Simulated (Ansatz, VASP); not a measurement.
**One calculation of WS2, two programs**

The input INCAR:

```
SYSTEM = WS2
PREC = Accurate ; ENCUT = 520
EDIFF = 1E-6 ; ISMEAR = -1
SIGMA = 0.05 ; LREAL = .FALSE.
LASPH = .TRUE. ; NELM = 100
ALGO = Normal ; ISIF = 2
LWAVE = .FALSE. ; LCHARG = .FALSE.
NBANDS = 20
```

File KPOINTS:

```
regular mesh
0
G
  10 10 10
  0 0 0
```

The input POSCAR:

```
WS2
1.0
    1.5997786986      0.9236326623      6.2444391255
   -1.5997786986      0.9236326623      6.2444391255
    0.0000000000     -1.8472653246      6.2444391255
W S
1 2
Direct
    0.0000000000      0.0000000000      0.0000000000
    0.5810000000      0.5810000000      0.5810000000
    0.7503000000      0.7503000000      0.7503000000
```

File input.yaml:

```yaml
crystal:
  lattice:
    - [1.5997786986, 0.9236326623, 6.2444391255]
    - [-1.5997786986, 0.9236326623, 6.2444391255]
    - [0.0, -1.8472653246, 6.2444391255]
  atoms:
    - { symbol: W, position: [0.0, 0.0, 0.0] }
    - { symbol: S, position: [0.581, 0.581, 0.581] }
    - { symbol: S, position: [0.7503, 0.7503, 0.7503] }
kpoints:
  mp_grid: { grid: [10, 10, 10] }
scf:
  occupations: { method: fermi_dirac, width: 0.05 }
hamiltonian:
  xc: lda
  pseudopotentials: { kind: all_electron, lapw: { basis_error: 0.002 } }
output:
  forces: true
  stress: true
  eigenvalues: true
```

Change from the starting cell: volume scaled by 1.04.

Alike in both runs: task single point; functional LDA; k mesh 10 × 10 × 10; occupations fermi-dirac, width 0.05 eV; no spin polarisation.

|  | VASP | Ansatz |
| --- | --- | --- |
| version | VASP 6.6.1 | Ansatz 0.2.0 |
| potentials or method | VASP PAW LDA potentials, release 64 (W_sv, S), cutoff 520 eV | all-electron LAPW, scalar-relativistic |

|  | VASP | Ansatz | Ansatz less VASP |
| --- | --- | --- | --- |
| gap on the k mesh at the Fermi level (eV) | 1.03 | 1.03 | -0.005 |
| least direct gap on the mesh (eV) | 2.11 | 2.11 | -0.007 |
| pressure (GPa) | -9.1 | -9.4 | -0.28 |
| traceless stress, the component that is largest in VASP (GPa) | -0.04 | -0.08 | -0.040 |
| rms of the force components (eV/Å) | 0.466 | 0.482 | +0.0160 |

LDA's correlation is that of Perdew and Zunger in VASP and of Perdew and Wang (1992) in Ansatz. Atom by atom the forces differ by 0.019 eV/Å (rms over components). Ansatz ran all-electron here, and VASP with PAW potentials.

Neither program's run includes spin-orbit coupling.
